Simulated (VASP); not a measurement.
Write the native input for VASP 6.6.1 that does the following.

| Property | Result |
| --- | --- |
| Task | single point |
| Functional | PBE |
| Potentials or basis | VASP PAW PBE potentials, release 64 (Ga_d, N) |
| Cutoff | 520 eV |
| k mesh | 10 × 10 × 10 |
| Occupations | fermi-dirac, width 0.02 eV |
| Spin | no spin polarisation |
| Dipole correction | no |
| Further INCAR settings | ALGO = Normal; EDIFF = 1e-06; NBANDS = 16 |

The structure of GaN lies in POSCAR:

```
GaN
1.0
    0.0000000000      2.0241746275      2.2029881915
    2.0241746275      0.0000000000      2.2029881915
    2.0241746275      2.0241746275      0.0000000000
Ga N
1 1
Direct
    0.0000000000      0.0000000000      0.0000000000
    0.5000000000      0.5000000000      0.5000000000
```

This cell differs from its parent crystal: epitaxial xy strain -4.0%.

These files were run (other wordings do the same):

INCAR

```
SYSTEM = GaN
PREC = Accurate ; ENCUT = 520
EDIFF = 1E-6 ; ISMEAR = -1
SIGMA = 0.02 ; LREAL = .FALSE.
LASPH = .TRUE. ; NELM = 100
ALGO = Normal ; ISIF = 2
LWAVE = .FALSE. ; LCHARG = .TRUE.
GGA = PE ; LELF = .TRUE.
LVHAR = .TRUE. ; NBANDS = 16
```

KPOINTS

```
Automatic mesh
0
G
  10 10 10
  0 0 0
```

Potentials or basis: VASP PAW PBE potentials, release 64 (Ga_d, N).

Run with:

```bash
$ cat potpaw_PBE.64/Ga_d/POTCAR potpaw_PBE.64/N/POTCAR > POTCAR
$ mpirun -np 1 vasp_std > vasp.out
```

Results of the run:

```
Pressure               : 22.3 GPa
Band gap on the k mesh : 0.51 eV, indirect (least direct gap 2.97 eV)
```

Caveat: the cell differs from its parent crystal (epitaxial xy strain -4.0%).

Wall time 14 s on 1 thread of Intel(R) Xeon(R) Platinum 8488C (Sapphire Rapids), with other jobs on the host, peak memory 0.16 GiB.
